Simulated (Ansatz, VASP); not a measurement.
**H in VASP and in Ansatz**

The input INCAR:

```
  PREC = Accurate
  ENCUT = 520
  EDIFF = 1E-6
  ISMEAR = 0
  SIGMA = 0.05
  LREAL = F
  LASPH = T
  NELM = 100
  ALGO = Normal
  ISIF = 2
  LWAVE = F
  LCHARG = T
  GGA = PE
  LELF = T
  LVHAR = T
  NBANDS = 8
```

Contents of KPOINTS:

```
regular mesh
0
Gamma
  10 10 10
```

The input POSCAR:

```
H
1.0
   -1.8802799414      1.8802799414      2.2242020028
    1.8802799414     -1.8802799414      2.2242020028
    1.8802799414      1.8802799414     -2.2242020028
H
2
Direct
    0.9178910720      0.9178910720      0.0000000000
    0.0821089280      0.0821089280      0.0000000000
```

Input for Ansatz:

```yaml
crystal:
  lattice:
    - [-1.8802799414, 1.8802799414, 2.2242020028]
    - [1.8802799414, -1.8802799414, 2.2242020028]
    - [1.8802799414, 1.8802799414, -2.2242020028]
  atoms:
    - { symbol: H, position: [0.917891072, 0.917891072, 0.0] }
    - { symbol: H, position: [0.082108928, 0.082108928, 0.0] }
basis:
  ecutwfc: 420
kpoints:
  mp_grid: { grid: [10, 10, 10] }
hamiltonian:
  xc: pbe
scf:
  occupations: { method: gaussian, width: 0.05 }
output:
  forces: true
  stress: true
  eigenvalues: true
```

Alike in both runs: task single point; functional PBE; k mesh 10 × 10 × 10; occupations gaussian, width 0.05 eV; no spin polarisation.

|  | VASP | Ansatz |
| --- | --- | --- |
| version | VASP 6.6.1 | Ansatz 0.2.0 |
| potentials or method | VASP PAW PBE potentials, release 64 (H), cutoff 520 eV | scalar-relativistic, plane waves, PAW |
| valence electrons in the cell | 2 | 2 |

Ansatz gave:

- gap on the k mesh at the Fermi level (eV): 9.43
- least direct gap on the mesh (eV): 9.91
- pressure (GPa): 0.9
- traceless stress, the component that is largest in VASP (GPa): 1.86
- rms of the force components (eV/Å): 0.429

Which values does VASP return?

gap on the k mesh at the Fermi level (eV): 9.43; least direct gap on the mesh (eV): 9.91; pressure (GPa): 0.8; traceless stress, the component that is largest in VASP (GPa): 1.79; rms of the force components (eV/Å): 0.421.

Atom by atom the forces differ by 0.008 eV/Å (rms over components).
